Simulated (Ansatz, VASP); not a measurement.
HgTe: VASP beside Ansatz

```
Hg Te
1.0
     0.00000    2.89272    2.97993
     2.89272    0.00000    2.97993
     2.89272    2.89272    0.00000
Hg Te
1 1
Cartesian
  0.0000 0.0000 0.0000
  2.8927 2.8927 2.9799
```

Change from the starting cell: z stretched by +2 % at fixed volume, crystal datasets.

Alike in both runs: task electric field gradients; functional PBE; k mesh 12 × 12 × 12; occupations fermi-dirac, width 0.08 eV; no spin polarisation.

```csv
,VASP,Ansatz
version,VASP 6.6.1,Ansatz 0.2.0
potentials or method,"VASP PAW PBE potentials, release 64 (Hg, Te), cutoff 520 eV","all-electron PAW with datasets made for the crystal, scalar-relativistic"
```

```tsv
	VASP	Ansatz	Ansatz less VASP
pressure (GPa)	10.8	10.6	-0.25
traceless stress, the component that is largest in VASP (GPa)	-2.05	-2.00	+0.050
size of Vzz on the site where it differs most (V/Å²)	51.4	32.2	-19.20
```

Ansatz ran all-electron here, and VASP with PAW potentials.

Spin-orbit coupling is off throughout.
